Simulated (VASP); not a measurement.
**SiC: single point with r2SCAN**

SiC:

```xyz
4
Lattice="3.0760 0.0000 0.0000 -1.5380 2.6639 0.0000 0.0000 0.0000 5.0478" Properties=species:S:1:pos:R:3 pbc="T T T"
Si    0.0000    1.7759   -0.1901
Si    1.5380    0.8880    2.3338
C     0.0000    1.7759    2.0831
C     1.5380    0.8880    4.6070
```

This cell differs from its parent crystal: atoms moved along the polar distortion.

```yaml
Program: VASP 6.6.1
Task: single point
Functional: r2SCAN
Potentials_or_basis: VASP PAW PBE potentials, release 64 (Si, C)
Cutoff: 520 eV
k_mesh: 12 × 12 × 6
Occupations: gaussian, width 0.01 eV
Spin: no spin polarisation
Dipole_correction: no
Further_INCAR_settings: ALGO = Normal; EDIFF = 1e-06; NBANDS = 16
```

The pressure is 7.4 GPa and the largest force is 2.229 eV/Å. The band gap on the k mesh is 1.38 eV (least direct gap 3.63 eV).

Forces in eV/Å, atoms in the order of the input:
```
Si   0.000  0.000  2.229
Si   0.000  0.000  2.229
C    0.000  0.000 -2.229
C    0.000  0.000 -2.229
```

Stress tensor (GPa, compression positive):
```
11.94  0.00  0.00
 0.00 11.94  0.00
 0.00  0.00 -1.59
```

Levels at points of the mesh, in eV from the valence-band top:
```tsv
k point	band 6	band 7	band 8	band 9	band 10	band 11
(0.00, 0.00, 0.00)	-2.54	-2.54	0.00	3.64	4.72	5.50
(0.50, 0.00, 0.00)	-5.63	-3.81	-3.74	1.38	3.76	5.22
(0.00, 0.00, 0.50)	-3.15	-3.15	-3.15	4.80	4.80	6.07
(0.50, 0.00, 0.50)	-4.84	-2.94	-2.94	2.19	2.19	3.21
```

Run time: 3.7 min on 1 thread of Intel Xeon 8259CL (shared host), peak memory 0.18 GiB.

Caveat: the cell differs from its parent crystal (atoms moved along the polar distortion); the stress differs along the axes, from -2 to 12 GPa; the PAW data sets were made with another functional, which shifts forces and pressure a little. A k mesh can miss the band edges.
